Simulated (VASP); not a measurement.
Runs of VASP 6.6.1 on Pt. The structure is that of space group Pm-3m (No. 221), or close to it. The cells are those of the table. This isn't the form of Pt at room conditions, which is fcc.

| cell | k mesh | gap on the mesh (eV) | pressure (GPa) |
| --- | --- | --- | --- |
| a = 2.590 Å, 1 atom | 41 × 41 × 41 | none | 7.6 |
| a = 2.572 Å, 1 atom | 41 × 41 × 41 | none | 12.6 |
| a = 2.677 Å, 1 atom | 21 × 21 × 21 | none | -9.7 |
| a = 2.608 Å, 1 atom | 41 × 41 × 41 | none | (a) |

Alike in all rows: task single point; level PBE; potentials or basis VASP PAW PBE potentials, release 64 (Pt); no spin polarisation; cutoff (eV) 520; smearing fermi-dirac 0.0612256 eV.

Problem. Fill in the values left out.

Solution. (a) 3.2.

Caveats: spin-orbit coupling is left out, which moves the levels of the heavy elements; the cell stands under pressure (at least some runs); the cell stands under tension (at least some runs).

A k mesh can miss the band edges, and the runs leave out spin-orbit coupling on Pt.

A gap of «none» marks levels without a gap at the run's occupations.
